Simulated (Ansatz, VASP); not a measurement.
One calculation of Zr2NbC2, two programs

INCAR

```
SYSTEM = Zr2NbC2
ALGO = Normal
EDIFF = 1E-6
EDIFFG = -0.01
ENCUT = 600
GGA = PE
IBRION = 2
ISIF = 3
ISMEAR = 0
LASPH = .TRUE.
LCHARG = .FALSE.
LREAL = .FALSE.
LWAVE = .FALSE.
NELM = 100
NSW = 100
PREC = Accurate
SIGMA = 0.1
```

KPOINTS

```
k-points
0
G
  12 12 8
  0 0 0
```

File POSCAR:

```
Zr2NbC2
1.0
    5.1384210222      0.0000000000      0.0000000000
   -2.5692105111      4.4500031406      0.0000000000
    0.0000000000      0.0000000000      4.3680934292
Zr Nb C
2 1 2
Direct
    0.3333333333      0.6666666667      0.5000000000
    0.6666666667      0.3333333333      0.5000000000
    0.0000000000      0.0000000000      0.5000000000
    0.3333333333      0.6666666667      0.0000000000
    0.6666666667      0.3333333333      0.0000000000
```

Input for Ansatz:

```yaml
crystal:
  lattice:
    - [5.1384210222, 0.0, 0.0]
    - [-2.5692105111, 4.4500031406, 0.0]
    - [0.0, 0.0, 4.3680934292]
  atoms:
    - { symbol: Zr, position: [0.3333333333, 0.6666666667, 0.5] }
    - { symbol: Zr, position: [0.6666666667, 0.3333333333, 0.5] }
    - { symbol: Nb, position: [0.0, 0.0, 0.5] }
    - { symbol: C, position: [0.3333333333, 0.6666666667, 0.0] }
    - { symbol: C, position: [0.6666666667, 0.3333333333, 0.0] }
basis:
  ecutwfc: 420
kpoints:
  mp_grid: { grid: [12, 12, 8] }
hamiltonian:
  xc: pbe
scf:
  occupations: { method: gaussian, width: 0.1 }
output:
  forces: true
  stress: true
  eigenvalues: true
  write_density: true
  write_potential: true
  elf: true
  volumetric_format: npy
relax:
  adjacent_minimum: "off"
  f_tol: 0.01
  max_steps: 80
  cell: { stress_tol: 0.05 }
```

Alike in both runs: task relaxation of cell and atoms; functional PBE; k mesh 12 × 12 × 8; occupations gaussian, width 0.1 eV; no spin polarisation.

|  | VASP | Ansatz |
| --- | --- | --- |
| version | VASP 6.6.1 | Ansatz 0.2.0 |
| potentials or method | VASP PAW PBE potentials, release 64 (Zr_sv, Nb_sv, C), cutoff 600 eV | scalar-relativistic, plane waves, PAW |
| valence electrons in the cell | 45 | 45 |

```csv
,VASP,Ansatz,Ansatz less VASP
"gap on the k mesh at the Fermi level, each at its own relaxed structure (eV)",none,none,-
relaxed volume (Å³/atom),19.96,19.97,+0.006
relaxed cell length with the largest relative difference (Å),5.121,5.123,+0.0015
```

A gap of «none» marks a metal or a gap that the smearing closes.
